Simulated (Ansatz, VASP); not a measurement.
**One calculation of Ba, two programs**

```
Ba
1.0
     0.00000    3.08121    3.08121
     3.08121    0.00000    3.08121
     3.08121    3.08121    0.00000
Ba
1
Direct
  0.00000 0.00000 0.00000
```

Alike in both runs: functional PBEsol; k mesh 12 × 12 × 12; occupations fermi-dirac, width 0.08 eV; no spin polarisation.

Ansatz relaxed the structure, and its values are those at the end. VASP's run is a single point on that final structure, the one shown.

```csv
,VASP,Ansatz
version,VASP 6.6.1,Ansatz 0.2.0
potentials or method,"VASP PAW PBE potentials, release 64 (Ba_sv)","PAW with Ansatz's default frozen-core files, scalar-relativistic"
plane-wave cutoff (eV),520,420
valence electrons in the cell,10,10
```

VASP gave:

```
pressure (GPa) : 0.1
```

**Question.** What did Ansatz give for the same quantities?

**Answer.** Pressure (GPa): 0.0.

VASP's potentials were made for PBE, not for PBEsol.

Spin-orbit coupling is off throughout.
